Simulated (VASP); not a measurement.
Set up this calculation in VASP 6.6.1, as the native input.

| Quantity | Value |
| --- | --- |
| Task | single point |
| Functional | PBE |
| Potentials or basis | VASP PAW PBE potentials, release 64 (Cd, Se) |
| Cutoff | 520 eV |
| k mesh | 10 × 10 × 10 |
| Occupations | gaussian, width 0.02 eV |
| Spin | no spin polarisation |
| Dipole correction | no |
| Further INCAR settings | ALGO = Normal; EDIFF = 1e-06; NBANDS = 16 |

The structure of CdSe lies in POSCAR:

```
CdSe
1.0
    0.0000000000      3.1984318564      3.1984318564
    3.1984318564      0.0000000000      3.1984318564
    3.1984318564      3.1984318564      0.0000000000
Cd Se
1 1
Direct
    0.0000000000      0.0000000000      0.0000000000
    0.7500000000      0.7500000000      0.7500000000
```

This cell differs from its parent crystal: volume scaled by 1.10.

These files were run (other wordings do the same):

INCAR

```
PREC     = Accurate       # precision mode
ENCUT    = 520            # plane-wave cutoff, eV
EDIFF    = 1E-6           # SCF threshold, eV
ISMEAR   = 0              # smearing method
SIGMA    = 0.02           # smearing width, eV
LREAL    = False          # projectors in reciprocal space
LASPH    = True           # aspherical terms in the spheres
NELM     = 100            # most SCF steps
ALGO     = Normal         # electronic algorithm
ISIF     = 2              # what is computed and relaxed
LWAVE    = False          # write WAVECAR
LCHARG   = False          # write CHGCAR
GGA      = PE             # functional
NBANDS   = 16             # bands
```

KPOINTS

```
regular mesh
0
Gamma
  10 10 10
```

Potentials or basis: VASP PAW PBE potentials, release 64 (Cd, Se).

Launch:

```sh
$ cat potpaw_PBE.64/Cd/POTCAR potpaw_PBE.64/Se/POTCAR > POTCAR
$ mpirun -np 1 vasp_std > vasp.out
```

Results of the run:

The pressure is -3.3 GPa and the band gap on the k mesh is 0.30 eV, direct.

Run time: 34 s on 1 thread of Intel(R) Xeon(R) Platinum 8259CL CPU @ 2.50GHz (Skylake/Cascade Lake) (shared host), peak memory 0.23 GiB.
